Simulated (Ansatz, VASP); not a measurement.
**Bi: VASP beside Ansatz**

```
CELL_PARAMETERS angstrom
2.28055 1.31668 3.96714
-2.28055 1.31668 3.96714
0.00000 -2.63335 3.96714
ATOMIC_POSITIONS crystal
Bi 0.23389 0.23389 0.23389
Bi 0.76611 0.76611 0.76611
```

Change from the starting cell: volume scaled by 1.01, crystal datasets.

Alike in both runs: task electric field gradients; functional PBEsol; k mesh 10 × 10 × 10; occupations fermi-dirac, width 0.03 eV; no spin polarisation.

```csv
,VASP,Ansatz
version,VASP 6.6.1,Ansatz 0.2.0
potentials or method,"VASP PAW PBE potentials, release 64 (Bi_d), cutoff 520 eV","all-electron PAW with datasets made for the crystal, scalar-relativistic"
```

Ansatz gave:

| Property | Result |
| --- | --- |
| pressure (GPa) | -1.1 |
| traceless stress, the component that is largest in VASP (GPa) | 0.09 |
| rms of the force components (eV/Å) | 0.040 |
| size of Vzz on the site where it differs most (V/Å²) | 30.1 |

Question: Estimate VASP's values.

Answer: Pressure (GPa): -1.2; traceless stress, the component that is largest in VASP (GPa): 0.09; rms of the force components (eV/Å): 0.043; size of Vzz on the site where it differs most (V/Å²): 28.4.

VASP's potentials were made for PBE, not for PBEsol. Atom by atom the forces differ by 0.003 eV/Å (rms over components). Ansatz ran all-electron here, and VASP with PAW potentials.

Spin-orbit coupling is off throughout.
